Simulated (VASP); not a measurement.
# EuS (Fm-3m) in VASP: a series of runs, part 2 of 2

VASP 6.6.1. Earlier steps stand in the parts before.

### 3 Single point, r2SCAN, collinear spin, ferromagnetic start

This run uses another cell than the first one, of 24.44 Å³/atom.

POSCAR

```
EuS
1.0
    0.0000000000      2.9020942676      2.9020942676
    2.9020942676      0.0000000000      2.9020942676
    2.9020942676      2.9020942676      0.0000000000
Eu S
1 1
Direct
    0.0000000000      0.0000000000      0.0000000000
    0.5000000000      0.5000000000      0.5000000000
```

INCAR.step1

```
SYSTEM = EuS
ALGO     = Normal         ! electronic algorithm
EDIFF    = 1E-5           ! SCF threshold, eV
ENCUT    = 800            ! plane-wave cutoff, eV
GGA      = PE             ! functional
GGA_COMPAT= .FALSE.      
ISMEAR   = 1              ! smearing method
ISPIN    = 2              ! spin polarisation
LASPH    = .TRUE.         ! aspherical terms in the spheres
LCHARG   = .FALSE.        ! write CHGCAR
LMAXMIX  = 6              ! l up to which the mixer works
LREAL    = .FALSE.        ! projectors in reciprocal space
LWAVE    = .TRUE.         ! write WAVECAR
MAGMOM   = 7 0            ! initial moments
NBANDS   = 22             ! bands
NELM     = 200            ! most SCF steps
PREC     = Accurate       ! precision mode
SIGMA    = 0.1            ! smearing width, eV
```

INCAR.step2

```
SYSTEM = EuS
ALGO     = Normal         ! electronic algorithm
EDIFF    = 1E-6           ! SCF threshold, eV
ENCUT    = 800            ! plane-wave cutoff, eV
GGA_COMPAT= .FALSE.      
ISIF     = 2              ! what is computed and relaxed
ISMEAR   = 1              ! smearing method
ISPIN    = 2              ! spin polarisation
ISTART   = 1            
LASPH    = .TRUE.         ! aspherical terms in the spheres
LCHARG   = .FALSE.        ! write CHGCAR
LMAXMIX  = 6              ! l up to which the mixer works
LMIXTAU  = .TRUE.       
LORBIT   = 11             ! projections on sites
LREAL    = .FALSE.        ! projectors in reciprocal space
LWAVE    = .FALSE.        ! write WAVECAR
MAGMOM   = 7 0            ! initial moments
METAGGA  = R2SCAN         ! meta-GGA
NBANDS   = 22             ! bands
NELM     = 200            ! most SCF steps
PREC     = Accurate       ! precision mode
SIGMA    = 0.1            ! smearing width, eV
```

KPOINTS

```
k-points
0
G
  8 8 8
  0 0 0
```

Potentials or basis: VASP PAW PBE potentials, release 64 (Eu, S).

On the command line:

```sh
$ cat potpaw_PBE.64/Eu/POTCAR potpaw_PBE.64/S/POTCAR > POTCAR
$ cp INCAR.step1 INCAR
$ mpirun -np 1 vasp_std > vasp.out
$ cp INCAR.step2 INCAR
$ mpirun -np 1 vasp_std > vasp.out
```

OUTCAR:

```text
SYSTEM = EuS
   EDIFF = 1E-6
   ENCUT = 800
   ISIF = 2
   ISMEAR = 1
   ISPIN = 2
   ISTART = 1
   LASPH = .TRUE.
   LORBIT = 11
   LREAL = .FALSE.
   METAGGA = R2SCAN
   NELM = 200
   PREC = Accurate

 ion  position               nearest neighbor table
   1  0.000  0.000  0.000-   2 2.90   2 2.90   2 2.90   2 2.90   2 2.90   2 2.90
   2  0.500  0.500  0.500-   1 2.90   1 2.90   1 2.90   1 2.90   1 2.90   1 2.90

  LATTYP: Found a face centered cubic cell.
 ALAT       =     5.8041885352

[... 1419 lines left out ...]

 VOLUME and BASIS-vectors are now :
 -----------------------------------------------------------------------------
  energy-cutoff  :      800.00
  volume of cell :       48.88
      direct lattice vectors                 reciprocal lattice vectors
     0.000000000  2.902094268  2.902094268    -0.172289372  0.172289372  0.172289372
     2.902094268  0.000000000  2.902094268     0.172289372 -0.172289372  0.172289372
     2.902094268  2.902094268  0.000000000     0.172289372  0.172289372 -0.172289372

 POSITION                                       TOTAL-FORCE (eV/Angst)
 -----------------------------------------------------------------------------------
      0.00000      0.00000      0.00000         0.000000      0.000000      0.000000
      2.90209      2.90209      2.90209        -0.000000     -0.000000     -0.000000
 -----------------------------------------------------------------------------------
    total drift:                                0.000000     -0.000000     -0.000000

  FREE ENERGIE OF THE ION-ELECTRON SYSTEM (eV)
  ---------------------------------------------------
  free  energy   TOTEN  =       -52.6285612893 eV

  energy  without entropy=      -52.6309817010  energy(sigma->0) =      -52.62936809

 total charge

# of ion       s       p       d       f       tot
--------------------------------------------------
    1        2.038   5.810   0.324   6.662  14.834
    2        1.307   2.492   0.000   0.000   3.799
--------------------------------------------------
tot          3.345   8.302   0.324   6.662  18.633

 magnetization (x)

# of ion       s       p       d       f       tot
--------------------------------------------------
    1       -0.025  -0.187   0.096   6.630   6.513
    2       -0.010  -0.076   0.000   0.000  -0.086
--------------------------------------------------
tot         -0.035  -0.263   0.096   6.630   6.427
```

OUTCAR.step1:

```text
SYSTEM = EuS
   EDIFF = 1E-5
   ENCUT = 800
   GGA = PE
   ISMEAR = 1
   ISPIN = 2
[... 1443 lines left out ...]
      0.00000      0.00000      0.00000        -0.000000     -0.000000     -0.000000
      2.90209      2.90209      2.90209         0.000000      0.000000      0.000000
 -----------------------------------------------------------------------------------
    total drift:                                0.000000     -0.000000     -0.000000

  FREE ENERGIE OF THE ION-ELECTRON SYSTEM (eV)
  ---------------------------------------------------
  free  energy   TOTEN  =       -19.9242724467 eV

  energy  without entropy=      -19.9275722817  energy(sigma->0) =      -19.92537239
```

It took 4.8 min on 1 thread of Intel Xeon 6975P-C (Granite Rapids), shared host; peak memory 0.39 GiB.

What came out:

```
Free energy                                           : -52.6286 eV
Pressure                                              : 1.6 GPa
Band gap on the k mesh                                : zero (filled and empty bands overlap)
Net moment                                            : 6.98 μB per cell
Site moments                                          : Eu +6.51; S -0.09 μB
Valence electrons inside the program's atomic spheres : Eu 14.83; S 3.80
```

Levels at points of the mesh, in eV from the Fermi level:
Spin up:
| k point | band 12 | band 13 | band 14 | band 15 | band 16 | band 17 | band 18 | band 19 |
| --- | --- | --- | --- | --- | --- | --- | --- | --- |
| (0.00, 0.00, 0.00) | -0.26 | 0.14 | 0.14 | 0.14 | 1.17 | 1.17 | 1.17 | 1.73 |
| (0.50, 0.00, 0.00) | -0.29 | -0.29 | -0.25 | -0.24 | 3.46 | 3.75 | 4.13 | 4.13 |
| (0.50, 0.50, 0.00) | -0.31 | -0.31 | -0.25 | -0.05 | -0.05 | 3.40 | 4.11 | 5.24 |
Spin down:
```
           k point  band 5  band 6  band 7  band 8  band 9  band 10  band 11  band 12
(0.00, 0.00, 0.00)  -14.38   -2.88   -2.88   -2.88    2.04     2.04     2.04     2.46
(0.50, 0.00, 0.00)  -13.09   -5.59   -4.18   -4.18    3.39     4.68     5.30     5.30
(0.50, 0.50, 0.00)  -14.02   -3.99   -3.21   -3.21   -0.19     4.49     5.08     5.64
```

Caveat: the PAW data sets were made with another functional, which shifts forces and pressure a little; spin-orbit coupling is left out, which moves the levels of the heavy elements; a cell with one magnetic atom can't hold antiferromagnetic order, which such compounds often take; semilocal functionals describe open f shells poorly, which spoils levels, moments and volumes. The state reached can hang on the start; a lower one may exist.
